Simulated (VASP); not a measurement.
# WS2 in VASP: notebook

The runs below take WS2 through single point, with PBE.

All numbers are computed with VASP 6.6.1; they aren't measurements. Logs are shortened: lines on timing, memory, paths and dates and some standing lists are left out, and cuts for length are marked.

**1. The cell of the first run**

Symmetry: R3m, No. 160, trigonal system. The conventional cell has a = 3.158 Å, b = 3.158 Å, c = 18.490 Å, α = 90.00°, β = 90.00°, γ = 120.00°. Within 3.2 Å of W (site symmetry 3m) lie 6 S at 2.39 to 2.42 Å and 6 W at 3.16 Å. Within 3.2 Å of S (site symmetry 3m) lie 3 W at 2.39 Å and 7 S at 3.13 to 3.16 Å. Within 3.2 Å of S (site symmetry 3m) lie 3 W at 2.42 Å and 7 S at 3.13 to 3.16 Å.

**2. Single point, PBE**

Input file INCAR:

```
ALGO = Normal
EDIFF = 1E-7
ENCUT = 520
GGA = PE
ISIF = 2
ISMEAR = -1
LASPH = T
LCHARG = T
LELF = T
LREAL = F
LVHAR = T
LWAVE = F
NBANDS = 20
NELM = 60
PREC = Accurate
SIGMA = 0.05
```

Input file KPOINTS:

```
k-points
0
Gamma
  10 10 10
```

Input file POSCAR:

```
WS2
1.0
    1.5790001700      0.9116361700      6.1633291500
   -1.5790001700      0.9116361700      6.1633291500
    0.0000000000     -1.8232723400      6.1633291500
W S
1 2
Direct
    0.0000000000      0.0000000000      0.0000000000
    0.7503000000      0.7503000000      0.7503000000
    0.5810000000      0.5810000000      0.5810000000
```

Potentials or basis: VASP PAW PBE potentials, release 64 (W_sv, S).

Launch:

```bash
cat potpaw_PBE.64/W_sv/POTCAR potpaw_PBE.64/S/POTCAR > POTCAR
mpirun -np 1 vasp_std > vasp.out
```

OUTCAR:

```text
EDIFF = 1E-7
   ENCUT = 520
   GGA = PE
   ISIF = 2
   ISMEAR = -1
   LASPH = T
   LREAL = F
   NELM = 60
   PREC = Accurate

 ion  position               nearest neighbor table
   1  0.000  0.000  0.000-   2 2.39   2 2.39   2 2.39   3 2.42   3 2.42   3 2.42
   2  0.750  0.750  0.750-   1 2.39   1 2.39   1 2.39
   3  0.581  0.581  0.581-   1 2.42   1 2.42   1 2.42

  LATTYP: Found a trigonal (rhomboedric) cell.
 ALAT       =     6.4273593532
 COS(alpha) =     0.8792939097

  Lattice vectors:

 A1 = (   1.5790001700,   0.9116361700,   6.1633291500)
 A2 = (  -1.5790001700,   0.9116361700,   6.1633291500)
 A3 = (   0.0000000000,  -1.8232723400,   6.1633291500)

Analysis of symmetry for initial positions (statically):
=====================================================================
 Subroutine PRICEL returns:
 Original cell was already a primitive cell.

 Routine SETGRP: Setting up the symmetry group for a
 trigonal (rhombohedral) supercell.

 Subroutine GETGRP returns: Found  6 space group operations
 (whereof  6 operations were pure point group operations)
 out of a pool of 12 trial point group operations.

The static configuration has the point symmetry C_3v.

Analysis of symmetry for dynamics (positions and initial velocities):
=====================================================================
 Subroutine PRICEL returns:
 Original cell was already a primitive cell.

 Routine SETGRP: Setting up the symmetry group for a
 trigonal (rhombohedral) supercell.

 Subroutine GETGRP returns: Found  6 space group operations
 (whereof  6 operations were pure point group operations)
 out of a pool of 12 trial point group operations.

The dynamic configuration has the point symmetry C_3v.

 Subroutine INISYM returns: Found  6 space group operations
 (whereof  6 operations are pure point group operations),
 and found     1 'primitive' translations

----------------------------------------------------------------------------------------

                                     Primitive cell

  volume of cell :      53.2317

  direct lattice vectors                    reciprocal lattice vectors
     1.579000170  0.911636170  6.163329150     0.316656077  0.182821472  0.054083325
    -1.579000170  0.911636170  6.163329150    -0.316656077  0.182821472  0.054083325
     0.000000000 -1.823272340  6.163329150     0.000000000 -0.365642944  0.054083325

  length of vectors
     6.427359353  6.427359353  6.427359352     0.369621114  0.369621114  0.369621115

  position of ions in fractional coordinates (direct lattice)
     0.000000000  0.000000000  0.000000000
     0.750300000  0.750300000  0.750300000
     0.581000000  0.581000000  0.581000000

  ion indices of the primitive-cell ions
   primitive index   ion index
                 1           1
                 2           2
                 3           3

----------------------------------------------------------------------------------------

 KPOINTS: k-points

Automatic generation of k-mesh.
 Grid dimensions read from file:
 generate k-points for:   10   10   10

 Generating k-lattice:

  Cartesian coordinates                     Fractional coordinates (reciprocal lattice)
     0.031665608  0.018282147  0.005408332     0.100000000  0.000000000  0.000000000
    -0.031665608  0.018282147  0.005408332     0.000000000  0.100000000  0.000000000
     0.000000000 -0.036564294  0.005408332     0.000000000  0.000000000  0.100000000

  Length of vectors
     0.036962111  0.036962111  0.036962112

  Shift w.r.t. Gamma in fractional coordinates (k-lattice)
     0.000000000  0.000000000  0.000000000

 Subroutine IBZKPT returns following result:
 ===========================================

 Found    116 irreducible k-points:

 Following reciprocal coordinates:
            Coordinates               Weight
  0.000000  0.000000  0.000000      1.000000
  0.100000  0.000000  0.000000      6.000000
  0.200000  0.000000  0.000000      6.000000
  0.300000  0.000000  0.000000      6.000000
  0.400000 -0.000000  0.000000      6.000000
  0.500000  0.000000 -0.000000      3.000000
[... 16 lines left out ...]
  0.300000  0.300000  0.000000      6.000000
  0.400000  0.300000  0.000000     12.000000
 [... further k-points ...]
   k-points           NKPTS =    116   k-points in BZ     NKDIM =    116   number of bands    NBANDS=     20
   number of dos      NEDOS =    301   number of ions     NIONS =      3
   total plane-waves  NPLWV = 110592
   dimension x,y,z NGX =    48 NGY =   48 NGZ =   48
   dimension x,y,z NGXF=    96 NGYF=   96 NGZF=   96
   ions per type =               1   2
   NGX,Y,Z   is equivalent  to a cutoff of  12.42, 12.42, 12.42 a.u.
   NGXF,Y,Z  is equivalent  to a cutoff of  24.83, 24.83, 24.83 a.u.
 SYSTEM =  unknown system
   PREC   = accura    normal or accurate (medium, high low for compatibility)
   ISTART =      0    job   : 0-new  1-cont  2-samecut
   ICHARG =      2    charge: 1-file 2-atom 10-const
   ISPIN  =      1    spin polarized calculation?
   LNONCOLLINEAR =      F non collinear calculations
   LSORBIT =      F    spin-orbit coupling
   LASPH  =      T    aspherical Exc in radial PAW
   ENCUT  =  520.0 eV  38.22 Ry    6.18 a.u.  11.95 11.95 11.95*2*pi/ulx,y,z
   NELM   =     60;   NELMIN=  2; NELMDL= -5     # of ELM steps
   EDIFF  = 0.1E-06   stopping-criterion for ELM
   LREAL  =      F    real-space projection
   EDIFFG = 0.1E-05   stopping-criterion for IOM
   NSW    =      0    number of steps for IOM
   IBRION =     -1    ionic relax: 0-MD 1-quasi-New 2-CG
   NFREE  =      0    steps in history (QN), initial steepest desc. (CG)
   ISIF   =      2    stress and relaxation
   ISYM   =      2    0-nonsym 1-usesym 2-fastsym
   POTIM  = 0.5000    time-step for ionic-motion
   TEBEG  =    0.0;   TEEND  =   0.0 temperature during run
   PSTRESS=    0.0 pullay stress
   NELECT =      26.0000    total number of electrons
   NUPDOWN=      -1.0000    fix difference up-down
   EMIN   =  10.00;   EMAX   =-10.00  energy-range for DOS
   EFERMI =   0.00;   METHOD = LEGACY
   ISMEAR =    -1;   SIGMA  =   0.05  broadening in eV -4-tet -1-fermi 0-gaus
   EFERMI_NEDOS =   21; number of points for ismear=-14 and -15
   IALGO  =     38    algorithm
   IMIX   =      4    mixing-type and parameters
     AMIX     =   0.40;   BMIX     =  1.00
     AMIX_MAG =   1.60;   BMIX_MAG =  1.00
  volume/ion in A,a.u.               =      17.74       119.74
  Fermi-wavevector in a.u.,A,eV,Ry     =   1.289266  2.436359 22.615694  1.662207
  Thomas-Fermi vector in A             =   2.421169
   LORBIT       =      0    0 simple, 1 ext, 2 COOP (PROOUT), +10 PAW based schemes
   GGA     = PE    functional components
   LHFCALC =     F    Hartree Fock is set to
   AEXX    =    0.0000 exact exchange contribution
   IVDW    =     0    specifies the selected vdW correction
   LEPSILON=     F    determine dielectric tensor
   LRPA    =     F    only Hartree local field effects (RPA)
 non-spin polarized calculation
  energy-cutoff  :      520.00
  volume of cell :       53.23
 maximum number of plane-waves:      1450
   NGX = 23   NGY = 23   NGZ = 23

 number of electron      26.0000001 magnetization

 Free energy of the ion-electron system (eV)
  ---------------------------------------------------
  ext. energy  EPLUGINS =         0.00000000
  ---------------------------------------------------
  free energy    TOTEN  =       -23.60689649 eV

  energy without entropy =      -23.60689624  energy(sigma->0) =      -23.60689636

 E-fermi :   7.9873     XC(G=0): -10.9432

 val. band max:        7.4980258365   @ k =   0.5000   0.5000   0.5000
 cond. band min:       8.5767462349   @ k =  -0.2000   0.2000   0.0000
 fundamental gap:      1.0787203984
 Fermi energy:         7.9873130574

 k-point     1 :       0.0000    0.0000    0.0000
  band No.  band energies     occupation
      1     -67.1410      2.00000
      2     -31.4014      2.00000
      3     -31.2269      2.00000
      4     -31.2269      2.00000
      5      -8.1644      2.00000
      6      -6.1756      2.00000
[... 12 lines left out ...]
     19      15.3431      0.00000
     20      16.0139      0.00000

 k-point     2 :       0.1000    0.0000    0.0000
  band No.  band energies     occupation
      1     -67.1392      2.00000
      2     -31.3950      2.00000
      3     -31.2623      2.00000
      4     -31.2351      2.00000
      5      -7.9931      2.00000
      6      -6.1265      2.00000
[... 12 lines left out ...]
     19      15.9171      0.00000
     20      16.1293      0.00000

 k-point     3 :       0.2000    0.0000    0.0000
  band No.  band energies     occupation
      1     -67.1345      2.00000
      2     -31.3783      2.00000
      3     -31.3540      2.00000
      4     -31.2565      2.00000
      5      -7.5151      2.00000
      6      -5.9891      2.00000
[... 12 lines left out ...]
     19      15.9439      0.00000
     20      16.4988      0.00000

 k-point     4 :       0.3000    0.0000    0.0000
  band No.  band energies     occupation
      1     -67.1288      2.00000
      2     -31.4654      2.00000
      3     -31.3574      2.00000
      4     -31.2828      2.00000
      5      -6.8426      2.00000
      6      -5.7989      2.00000
[... 12 lines left out ...]
     19      15.2665      0.00000
     20      15.6459      0.00000

 k-point     5 :       0.4000   -0.0000    0.0000
  band No.  band energies     occupation
      1     -67.1241      2.00000
      2     -31.5540      2.00000
      3     -31.3405      2.00000
      4     -31.3040      2.00000
      5      -6.1918      2.00000
      6      -5.6246      2.00000
[... 12 lines left out ...]
     19      14.2744      0.00000
     20      14.9841      0.00000
[... 353 lines left out ...]
      6      -5.5169      2.00000
[... 12 lines left out ...]
     19      15.2810      0.00000
     20      16.2811      0.00000

 k-point    22 :      -0.2000    0.2000    0.0000
  band No.  band energies     occupation
      1     -67.1261      2.00000
      2     -31.4843      2.00000
      3     -31.3477      2.00000
      4     -31.3281      2.00000
      5      -6.5093      2.00000
      6      -5.6720      2.00000
[... 12 lines left out ...]
     19      15.5000      0.00000
     20      16.0058      0.00000

 k-point    23 :       0.3000    0.3000    0.0000
  band No.  band energies     occupation
      1     -67.1287      2.00000
      2     -31.4654      2.00000
      3     -31.3574      2.00000
      4     -31.2828      2.00000
      5      -6.7952      2.00000
      6      -5.8707      2.00000
[... 12 lines left out ...]
     19      15.0097      0.00000
     20      16.0784      0.00000

 k-point    24 :       0.4000    0.3000    0.0000
  band No.  band energies     occupation
      1     -67.1255      2.00000
      2     -31.5121      2.00000
      3     -31.3457      2.00000
      4     -31.3128      2.00000
      5      -6.3563      2.00000
      6      -5.7507      2.00000
[... 12 lines left out ...]
     19      14.8627      0.00000
     20      16.0318      0.00000

 [... further k-points ...]

------------------------ aborting loop because EDIFF is reached ----------------------------------------

  FORCE on cell =-STRESS in cart. coord.  units (eV):
  Direction    XX          YY          ZZ          XY          YZ          ZX
  --------------------------------------------------------------------------------------
  -------------------------------------------------------------------------------------
  Total        1.4528469      1.4528469      1.6256505      0.0000000      0.0000000      0.0000000
  in kB       43.7280496     43.7280493     48.9291214      0.0000000      0.0000000      0.0000000
  external PRESSURE =      45.4617401 kB  Pullay stress =       0.0000000 kB

 VOLUME and BASIS-vectors are now :
 -----------------------------------------------------------------------------
  energy-cutoff  :      520.00
  volume of cell :       53.23
      direct lattice vectors                 reciprocal lattice vectors
     1.579000170  0.911636170  6.163329150     0.316656077  0.182821472  0.054083325
    -1.579000170  0.911636170  6.163329150    -0.316656077  0.182821472  0.054083325
     0.000000000 -1.823272340  6.163329150     0.000000000 -0.365642944  0.054083325

 POSITION                                       TOTAL-FORCE (eV/Angst)
 -----------------------------------------------------------------------------------
      0.00000      0.00000      0.00000         0.000000      0.000000     -0.610587
      0.00000      0.00000     13.87304         0.000000      0.000000      0.511470
      0.00000      0.00000     10.74268         0.000000      0.000000      0.099117
 -----------------------------------------------------------------------------------
    total drift:                                0.000000      0.000000     -0.000002

  FREE ENERGIE OF THE ION-ELECTRON SYSTEM (eV)
  ---------------------------------------------------
  free  energy   TOTEN  =       -23.6068964897 eV

  energy  without entropy=      -23.6068962365  energy(sigma->0) =      -23.60689636
```

It took 5.8 min on 1 thread of AMD EPYC 7R13 (Zen 3), shared host; peak memory 0.35 GiB.

What came out:

```
Free energy            : -23.6069 eV
Pressure               : 4.5 GPa
Largest force          : 0.611 eV/Å
Band gap on the k mesh : 1.08 eV (least direct gap 2.24 eV)
```

Forces on the atoms (eV/Å):
```
W    0.000  0.000 -0.611
S    0.000  0.000  0.511
S    0.000  0.000  0.099
```

Stress tensor (GPa, compression positive):
```
4.37 0.00 0.00
0.00 4.37 0.00
0.00 0.00 4.89
```

Caveat: the cell stands under pressure; spin-orbit coupling is left out, which moves the levels of the heavy elements. A k mesh can miss the band edges.

**3. Single point, PBE (atoms moved at random)**

Input file INCAR:

```
SYSTEM = WS2
  PREC = Accurate
  ENCUT = 520
  EDIFF = 1E-7
  ISMEAR = -1
  SIGMA = 0.05
  LREAL = .False.
  LASPH = .True.
  NELM = 80
  ALGO = Normal
  ISIF = 2
  LWAVE = .False.
  LCHARG = .False.
  GGA = PE
  NBANDS = 20
```

Input file KPOINTS:

```
Automatic mesh
0
Gamma
  10 10 10
  0 0 0
```

Input file POSCAR:

```
WS2
1.0
    1.5790001700      0.9116361700      6.1633291500
   -1.5790001700      0.9116361700      6.1633291500
    0.0000000000     -1.8232723400      6.1633291500
W S
1 2
Direct
   -0.0129770000      0.0109140000      0.0083710000
    0.7550000000      0.7507600000      0.7418220000
    0.5782030000      0.5706750000      0.6015190000
```

Potentials or basis: VASP PAW PBE potentials, release 64 (W_sv, S).

Launch:

```bash
cat potpaw_PBE.64/W_sv/POTCAR potpaw_PBE.64/S/POTCAR > POTCAR
mpirun -np 1 vasp_std > vasp.out
```

It took 27 min on 1 thread of AMD EPYC 7R13 (Zen 3), shared host; peak memory 0.66 GiB.

The run converged. Its results:

```yaml
Free_energy: -23.5002 eV
Pressure: 8.7 GPa
Largest_force: 1.945 eV/Å
Band_gap_on_the_k_mesh: 1.04 eV (least direct gap 1.90 eV)
```

Forces in eV/Å, atoms in the order of the input:
```
W    1.099  0.153 -1.593
S   -0.546 -0.476  1.805
S   -0.554  0.323 -0.212
```

Stress tensor (GPa, compression positive):
```
 6.84 -1.31  0.18
-1.31  7.52 -3.55
 0.18 -3.55 11.61
```

Levels at points of the mesh, in eV from the valence-band top:
```
           k point  band 11  band 12  band 13  band 14  band 15  band 16
(0.00, 0.00, 0.00)    -2.30    -1.75    -1.09     1.80     2.17     2.55
(0.50, 0.00, 0.00)    -2.61    -2.08    -1.68     2.19     2.56     3.40
(0.00, 0.50, 0.00)    -2.77    -2.08    -1.81     2.11     2.58     3.58
(0.00, 0.00, 0.50)    -2.58    -2.17    -1.72     2.14     2.56     3.44
(0.50, 0.50, 0.00)    -3.25    -2.26    -1.60     2.10     2.61     3.10
(0.50, 0.00, 0.50)    -3.26    -2.20    -1.71     2.08     2.63     3.31
(0.00, 0.50, 0.50)    -3.12    -2.24    -1.54     2.14     2.60     3.12
(0.50, 0.50, 0.50)    -2.72    -2.27     0.00     1.90     2.19     2.44
```

Caveat: the cell differs from its parent crystal (atoms moved at random); the cell stands under pressure; spin-orbit coupling is left out, which moves the levels of the heavy elements; forces of over 1 eV/Å act on the atoms, so gaps and moduli don't describe the material at rest. A k mesh can miss the band edges.
